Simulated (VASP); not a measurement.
Ir: single point with LDA

Crystal: Ir.

```xyz
1
Lattice="0.0000 1.9061 1.9061 1.9061 0.0000 1.9061 1.9061 1.9061 0.0000" Properties=species:S:1:pos:R:3 pbc="T T T"
Ir    0.0000    0.0000    0.0000
```

```yaml
Program: VASP 6.6.1
Task: single point
Functional: LDA
Potentials_or_basis: VASP PAW LDA potentials, release 64 (Ir_sv_GW)
Cutoff: 560 eV
k_mesh: 14 × 14 × 14
Occupations: fermi-dirac, width 0.01 eV
Spin: no spin polarisation
Dipole_correction: no
Further_INCAR_settings: ALGO = Normal; EDIFF = 1e-06; NBANDS = 14
```

* Pressure: -0.5 GPa
* Band gap on the k mesh: zero (an odd number of electrons rules out a gap without spin polarisation)

Levels at points of the mesh, in eV from the Fermi level:
| k point | band 4 | band 5 | band 6 | band 7 | band 8 | band 9 | band 10 | band 11 | band 12 | band 13 |
| --- | --- | --- | --- | --- | --- | --- | --- | --- | --- | --- |
| (0.00, 0.00, 0.00) | -49.13 | -11.20 | -3.92 | -3.92 | -3.92 | -1.11 | -1.11 | 13.70 | 19.29 | 19.29 |
| (0.50, 0.00, 0.00) | -49.25 | -8.21 | -4.02 | -4.02 | -0.64 | 1.06 | 1.06 | 7.63 | 13.37 | 19.36 |
| (0.50, 0.50, 0.00) | -49.45 | -8.04 | -7.47 | 1.05 | 1.66 | 1.66 | 1.86 | 10.96 | 11.70 | 11.70 |

Run time: 11 s on 1 thread of AMD EPYC 9R45 96-Core Processor (Zen 5), on a shared host, peak memory 0.12 GiB.

Caveat: spin-orbit coupling is left out, which moves the levels of the heavy elements.
